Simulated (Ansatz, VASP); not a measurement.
**SnSe in VASP and in Ansatz**

Contents of INCAR:

```
SYSTEM = SnSe
PREC = Accurate
ENCUT = 500
EDIFF = 1E-6
ISMEAR = -1
SIGMA = 0.02
LREAL = .FALSE.
LASPH = .TRUE.
NELM = 120
ALGO = Normal
ISIF = 2
LWAVE = .FALSE.
LCHARG = .TRUE.
GGA = PE
LELF = .TRUE.
LVHAR = .TRUE.
NBANDS = 17
GGA_COMPAT = .FALSE.
```

File KPOINTS:

```
Automatic mesh
0
G
  8 8 8
  0 0 0
```

The input POSCAR:

```
SnSe
1.0
    0.0000000000      3.1221976799      2.9790554335
    3.1221976799      0.0000000000      2.9790554335
    3.1221976799      3.1221976799      0.0000000000
Sn Se
1 1
Direct
    0.0000000000      0.0000000000      0.0000000000
    0.5000000000      0.5000000000      0.5000000000
```

Input for Ansatz:

```yaml
crystal:
  lattice:
    - [0.0, 3.1221976799, 2.9790554335]
    - [3.1221976799, 0.0, 2.9790554335]
    - [3.1221976799, 3.1221976799, 0.0]
  atoms:
    - { symbol: Sn, position: [0.0, 0.0, 0.0] }
    - { symbol: Se, position: [0.5, 0.5, 0.5] }
kpoints:
  mp_grid: { grid: [8, 8, 8] }
  band_path:
    path:
      - [0.0, 0.0, 0.0]
      - [0.5, 0.0, 0.5]
      - [0.625, 0.25, 0.625]
      - [0.375, 0.375, 0.75]
      - [0.5, 0.5, 0.5]
      - [0.5, 0.25, 0.75]
      - [0.5, 0.475, 0.525]
      - [-0.04069, 0.006185, 0.480469]
      - [-0.040365, -0.039225, 0.482747]
    npoints: 1
hamiltonian:
  xc: pbe
scf:
  occupations: { method: fermi_dirac, width: 0.02 }
  n_extra_bands: 4
output:
  forces: true
  stress: true
  eigenvalues: true
```

Change from the starting cell: epitaxial_xy strain +4.0%.

Alike in both runs: task single point; functional PBE; k mesh 8 × 8 × 8; occupations fermi-dirac, width 0.02 eV; no spin polarisation.

|  | VASP | Ansatz |
| --- | --- | --- |
| version | VASP 6.6.1 | Ansatz 0.2.0 |
| potentials or method | VASP PAW PBE potentials, release 64 (Sn_d, Se) | plane waves, PAW |
| plane-wave cutoff (eV) | 500 | 420 |
| valence electrons in the cell | 20 | 30 |

Ansatz gave:

```
pressure (GPa)                                                : -1.7
traceless stress, the component that is largest in VASP (GPa) : 3.08
```

Task: Which values does VASP return?

Result: Pressure (GPa): -1.7; traceless stress, the component that is largest in VASP (GPa): 3.09.

The functional is the same, so the differences come from potentials, cutoffs and numerics. VASP's potentials hold 20 valence electrons a cell and Ansatz's 30, so a difference there can come from the potentials and not from the codes.
